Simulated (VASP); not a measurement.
# Al4CN4 in VASP: single point with PBE

Aim: the single point of Al4CN4 with PBE.

All numbers are computed with VASP 6.6.1; they aren't measurements. Logs are shortened: lines on timing, memory, paths and dates and some standing lists are left out, and cuts for length are marked.

## 1. The cell of the first run

The cell holds a slab with vacuum, 9 atoms: a = 3.130 Å, b = 5.017 Å, c = 19.062 Å, α = 90.00°, β = 90.00°, γ = 90.00°.

## 2. Single point, PBE, collinear spin

Contents of INCAR:

```
SYSTEM = Al4CN4
ALGO = Normal
DIPOL = 0.5 0.5 0.325
EDIFF = 1E-7
ENCUT = 520
GGA = PE
IDIPOL = 3
ISIF = 2
ISMEAR = 0
ISPIN = 2
LASPH = .True.
LCHARG = .False.
LDIPOL = .True.
LORBIT = 11
LREAL = .False.
LWAVE = .False.
MAGMOM = 0 0 0 0 0 0 0 0 2
NBANDS = 32
NELM = 150
PREC = Accurate
SIGMA = 0.05
```

Contents of KPOINTS:

```
k-points
0
Gamma
  9 6 1
  0 0 0
```

Contents of POSCAR:

```
Al4CN4
1.0
    3.1297683445      0.0000000000      0.0000000000
    0.0000000000      5.0173032419      0.0000000000
    0.0000000000      0.0000000000     19.0620320396
Al N C
4 4 1
Direct
    0.0000000000      0.9982714950      0.2098412169
    0.5000000000      0.4982714950      0.2572383830
    0.5000000000      0.9915197257      0.3577010219
    0.0000000000      0.4624332462      0.3868097530
    0.0000000000      0.6167285050      0.2098412169
    0.5000000000      0.1167285050      0.2572383830
    0.5000000000      0.6143669392      0.3564124135
    0.0000000000      0.1112303975      0.3967065014
    0.0000000000      0.4445637309      0.4938344291
```

Potentials or basis: VASP PAW PBE potentials, release 64 (Al, N, C).

On the command line:

```bash
$ cat potpaw_PBE.64/Al/POTCAR potpaw_PBE.64/N/POTCAR potpaw_PBE.64/C/POTCAR > POTCAR
$ mpirun -np 1 vasp_std > vasp.out
```

OUTCAR:

```text
SYSTEM = Al4CN4
   EDIFF = 1E-7
   ENCUT = 520
   GGA = PE
   ISIF = 2
   ISMEAR = 0
   ISPIN = 2
   LASPH = .True.
   LORBIT = 11
   LREAL = .False.
   NELM = 150
   PREC = Accurate

 ion  position               nearest neighbor table
   1  0.000  0.998  0.210-   6 1.90   6 1.90   5 1.91   2 3.09   2 3.09   2 3.09   2 3.09   3 3.22
                             3 3.22
   2  0.500  0.498  0.257-   5 1.90   5 1.90   6 1.91   7 1.98   4 2.93   4 2.93   1 3.09   1 3.09
                             1 3.09   1 3.09   3 3.13   3 3.18
   3  0.500  0.992  0.358-   8 1.83   8 1.83   7 1.89   6 2.02   4 2.89   4 2.89   2 3.13   4 3.13
                             4 3.13   2 3.18   1 3.22   1 3.22
   4  0.000  0.462  0.387-   8 1.77   7 1.83   7 1.83   9 2.04   3 2.89   3 2.89   2 2.93   2 2.93
                             3 3.13   3 3.13
   5  0.000  0.617  0.210-   2 1.90   2 1.90   1 1.91
   6  0.500  0.117  0.257-   1 1.90   1 1.90   2 1.91   3 2.02
   7  0.500  0.614  0.356-   4 1.83   4 1.83   3 1.89   2 1.98
   8  0.000  0.111  0.397-   4 1.77   3 1.83   3 1.83
   9  0.000  0.445  0.494-   4 2.04

  LATTYP: Found a simple orthorhombic cell.
 ALAT       =     3.1297683445
 B/A-ratio  =     1.6030909287
 C/A-ratio  =     6.0905568532

  Lattice vectors:

 A1 = (   3.1297683445,   0.0000000000,   0.0000000000)
 A2 = (   0.0000000000,   5.0173032419,   0.0000000000)
 A3 = (   0.0000000000,   0.0000000000,  19.0620320396)

Analysis of symmetry for initial positions (statically):
=====================================================================
 Subroutine PRICEL returns:
 Original cell was already a primitive cell.

 Routine SETGRP: Setting up the symmetry group for a
 simple orthorhombic supercell.

 Subroutine GETGRP returns: Found  2 space group operations
 (whereof  2 operations were pure point group operations)
 out of a pool of  8 trial point group operations.

The static configuration has the point symmetry C_1h.

Analysis of symmetry for dynamics (positions and initial velocities):
=====================================================================
 Subroutine PRICEL returns:
 Original cell was already a primitive cell.

 Routine SETGRP: Setting up the symmetry group for a
 simple orthorhombic supercell.

 Subroutine GETGRP returns: Found  2 space group operations
 (whereof  2 operations were pure point group operations)
 out of a pool of  8 trial point group operations.

The dynamic configuration has the point symmetry C_1h.

Analysis of structural, dynamic, and magnetic symmetry:
=====================================================================
 Subroutine PRICEL returns:
 Original cell was already a primitive cell.

 Routine SETGRP: Setting up the symmetry group for a
 simple orthorhombic supercell.

 Subroutine GETGRP returns: Found  2 space group operations
 (whereof  2 operations were pure point group operations)
 out of a pool of  8 trial point group operations.

The overall configuration has the point symmetry C_1h.

 Subroutine INISYM returns: Found  2 space group operations
 (whereof  2 operations are pure point group operations),
 and found     1 'primitive' translations

----------------------------------------------------------------------------------------

                                     Primitive cell

  volume of cell :     299.3310

  direct lattice vectors                    reciprocal lattice vectors
     3.129768344  0.000000000  0.000000000     0.319512465  0.000000000  0.000000000
     0.000000000  5.017303242  0.000000000     0.000000000  0.199310257  0.000000000
     0.000000000  0.000000000 19.062032040     0.000000000  0.000000000  0.052460304

  length of vectors
     3.129768344  5.017303242 19.062032040     0.319512465  0.199310257  0.052460304

  position of ions in fractional coordinates (direct lattice)
     0.000000000  0.998271495  0.209841217
     0.500000000  0.498271495  0.257238383
     0.500000000  0.991519726  0.357701022
     0.000000000  0.462433246  0.386809753
     0.000000000  0.616728505  0.209841217
     0.500000000  0.116728505  0.257238383
     0.500000000  0.614366939  0.356412414
     0.000000000  0.111230398  0.396706501
[... 75 lines left out ...]
   LNONCOLLINEAR =      F non collinear calculations
   LSORBIT =      F    spin-orbit coupling
   LASPH  =      T    aspherical Exc in radial PAW
   ENCUT  =  520.0 eV  38.22 Ry    6.18 a.u.   5.82  9.33 35.44*2*pi/ulx,y,z
   NELM   =    150;   NELMIN=  2; NELMDL= -5     # of ELM steps
   EDIFF  = 0.1E-06   stopping-criterion for ELM
   LREAL  =      F    real-space projection
   EDIFFG = 0.1E-05   stopping-criterion for IOM
   NSW    =      0    number of steps for IOM
   IBRION =     -1    ionic relax: 0-MD 1-quasi-New 2-CG
   NFREE  =      0    steps in history (QN), initial steepest desc. (CG)
   ISIF   =      2    stress and relaxation
   ISYM   =      2    0-nonsym 1-usesym 2-fastsym
   POTIM  = 0.5000    time-step for ionic-motion
   TEBEG  =    0.0;   TEEND  =   0.0 temperature during run
   PSTRESS=    0.0 pullay stress
   NELECT =      36.0000    total number of electrons
   NUPDOWN=      -1.0000    fix difference up-down
   EMIN   =  10.00;   EMAX   =-10.00  energy-range for DOS
   EFERMI =   0.00;   METHOD = LEGACY
   ISMEAR =     0;   SIGMA  =   0.05  broadening in eV -4-tet -1-fermi 0-gaus
   EFERMI_NEDOS =   21; number of points for ismear=-14 and -15
   IALGO  =     38    algorithm
   IMIX   =      4    mixing-type and parameters
     AMIX     =   0.40;   BMIX     =  1.00
     AMIX_MAG =   1.60;   BMIX_MAG =  1.00
  volume/ion in A,a.u.               =      33.26       224.44
  Fermi-wavevector in a.u.,A,eV,Ry     =   0.808088  1.527064  8.884679  0.653005
  Thomas-Fermi vector in A             =   1.916828
   LORBIT       =     11    0 simple, 1 ext, 2 COOP (PROOUT), +10 PAW based schemes
   GGA     = PE    functional components
   LHFCALC =     F    Hartree Fock is set to
   AEXX    =    0.0000 exact exchange contribution
   IVDW    =     0    specifies the selected vdW correction
   LEPSILON=     F    determine dielectric tensor
   LRPA    =     F    only Hartree local field effects (RPA)
 spin polarized calculation
 Gauss-broadening in eV      SIGMA  =   0.05
  energy-cutoff  :      520.00
  volume of cell :      299.33
 maximum number of plane-waves:      8106
 NGX is ok and might be reduce to    24
   NGX = 11   NGY = 19   NGZ = 71

 dipolmoment           0.000000      0.000000     -0.023765 electrons x Angstroem

 number of electron      35.9999997 magnetization       2.0000000

 dipolmoment           0.000000      0.000000      0.123505 electrons x Angstroem

 Free energy of the ion-electron system (eV)
  ---------------------------------------------------
  ext. energy  EPLUGINS =         0.00000000
  ---------------------------------------------------
  free energy    TOTEN  =       -57.81545475 eV

  energy without entropy =      -57.81287391  energy(sigma->0) =      -57.81416433

 E-fermi :  -1.0290     XC(G=0):  -4.3752

 val. band max:       -1.0491938512   @ k =   0.1111   0.0000   0.0000
 cond. band min:      -1.0128032104   @ k =   0.0000   0.3333   0.0000
 fundamental gap:      0.0363906408
 Fermi energy:        -1.0290048819

 spin component 1

 k-point     1 :       0.0000    0.0000    0.0000
  band No.  band energies     occupation
      1     -17.1629      1.00000
      2     -16.0616      1.00000
      3     -15.1038      1.00000
      4     -14.1543      1.00000
      5     -11.5322      1.00000
      6      -7.8453      1.00000
[... 649 lines left out ...]
     29       6.7502      0.00000
     30       7.2093      0.00000
 Fermi energy:        -1.0290048819

 spin component 2

 k-point     1 :       0.0000    0.0000    0.0000
  band No.  band energies     occupation
      1     -17.1368      1.00000
      2     -16.0409      1.00000
      3     -15.1194      1.00000
      4     -14.1443      1.00000
      5      -9.4273      1.00000
      6      -7.7953      1.00000
[... 649 lines left out ...]
     29       6.8991      0.00000
     30       7.3094      0.00000
 [bands above 30 left out]

------------------------ aborting loop because EDIFF is reached ----------------------------------------

 vacuum level on the upper side and lower side of the slab       (xc-potential included)         0.679        -0.704

  FORCE on cell =-STRESS in cart. coord.  units (eV):
  Direction    XX          YY          ZZ          XY          YZ          ZX
  --------------------------------------------------------------------------------------
  -------------------------------------------------------------------------------------
  Total        3.1797024     -1.1374247     -2.6725037      0.0000000     -0.6360199      0.0000000
  in kB       17.0194419     -6.0880960    -14.3046473      0.0000000     -3.4043136      0.0000000
  external PRESSURE =      -1.1244338 kB  Pullay stress =       0.0000000 kB

 VOLUME and BASIS-vectors are now :
 -----------------------------------------------------------------------------
  energy-cutoff  :      520.00
  volume of cell :      299.33
      direct lattice vectors                 reciprocal lattice vectors
     3.129768344  0.000000000  0.000000000     0.319512465  0.000000000  0.000000000
     0.000000000  5.017303242  0.000000000     0.000000000  0.199310257  0.000000000
     0.000000000  0.000000000 19.062032040     0.000000000  0.000000000  0.052460304

 POSITION                                       TOTAL-FORCE (eV/Angst)
 -----------------------------------------------------------------------------------
      0.00000      5.00863      4.00000         0.000000     -1.710670      2.156796
      1.56488      2.49998      4.90349         0.000000      1.022620     -1.700053
      1.56488      4.97476      6.81851         0.000000     -0.678457     -0.001267
      0.00000      2.32017      7.37338         0.000000      1.471334      0.791956
      0.00000      3.09431      4.00000         0.000000      0.721663      0.651675
      1.56488      0.58566      4.90349         0.000000      0.139453     -0.811574
      1.56488      3.08247      6.79394         0.000000      0.006529     -1.134627
      0.00000      0.55808      7.56203         0.000000     -0.274916      0.058126
      0.00000      2.23051      9.41349         0.000000     -0.697556     -0.011031
 -----------------------------------------------------------------------------------
    total drift:                                0.000000     -0.000645      0.000054

  FREE ENERGIE OF THE ION-ELECTRON SYSTEM (eV)
  ---------------------------------------------------
  free  energy   TOTEN  =       -57.8154547488 eV

  energy  without entropy=      -57.8128739053  energy(sigma->0) =      -57.81416433

 vacuum level on the upper side and lower side of the slab         4.401         2.978

 total charge

# of ion       s       p       d       tot
------------------------------------------
    1        0.387   0.366   0.000   0.752
    2        0.367   0.421   0.000   0.788
    3        0.370   0.435   0.000   0.805
    4        0.393   0.477   0.000   0.870
    5        1.234   2.482   0.000   3.717
    6        1.234   2.567   0.000   3.801
    7        1.231   2.636   0.000   3.867
    8        1.248   2.557   0.000   3.805
    9        1.014   1.057   0.000   2.071
--------------------------------------------------
tot          7.478  12.998   0.000  20.476

 magnetization (x)

# of ion       s       p       d       tot
------------------------------------------
    1        0.001   0.001   0.000   0.002
    2        0.001   0.002   0.000   0.003
    3        0.002  -0.000   0.000   0.001
    4        0.005   0.028   0.000   0.033
    5        0.000   0.008   0.000   0.009
    6        0.001  -0.006   0.000  -0.006
    7        0.005   0.046   0.000   0.051
    8       -0.002  -0.049   0.000  -0.052
    9        0.051   0.908   0.000   0.959
--------------------------------------------------
tot          0.063   0.938   0.000   1.000
```

Wall time 13 min (1 thread of Intel Xeon Platinum 8259CL at 2.50GHz (Skylake/Cascade Lake), shared host); peak memory 0.65 GiB.

What came out:

| Quantity | Value |
| --- | --- |
| Free energy | -57.8155 eV |
| Largest force | 2.753 eV/Å |
| Band gap on the k mesh | zero (filled and empty bands overlap) |
| Net moment | 2.00 μB per cell |
| Site moments | Al +0.00, +0.03 (each value once); N +0.01, -0.01, +0.05, -0.05; C +0.96 μB |
| Valence electrons inside the program's atomic spheres | Al 0.75, 0.79, 0.81, 0.87; N 3.72, 3.80, 3.87, 3.81; C 2.07 |

Forces on the atoms (eV/Å):
```
Al   0.000 -1.711  2.157
Al   0.000  1.023 -1.700
Al   0.000 -0.678 -0.001
Al   0.000  1.471  0.792
N    0.000  0.722  0.652
N    0.000  0.139 -0.812
N    0.000  0.007 -1.135
N    0.000 -0.275  0.058
C    0.000 -0.698 -0.011
```

Levels at points of the mesh, in eV from the Fermi level:
Spin up:
| k point | band 16 | band 17 | band 18 | band 19 | band 20 | band 21 | band 22 | band 23 |
| --- | --- | --- | --- | --- | --- | --- | --- | --- |
| (0.00, 0.00, 0.00) | -1.74 | -1.01 | -0.98 | -0.12 | 0.26 | 0.77 | 3.81 | 4.12 |
| (0.00, 0.50, 0.00) | -2.01 | -1.21 | -1.20 | 0.05 | 0.27 | 0.96 | 4.30 | 4.63 |
Spin down:
```tsv
k point	band 15	band 16	band 17	band 18	band 19	band 20
(0.00, 0.00, 0.00)	-1.89	-1.08	-0.97	0.17	0.87	1.26
(0.00, 0.50, 0.00)	-2.04	-1.37	-1.18	0.51	0.82	1.30
```
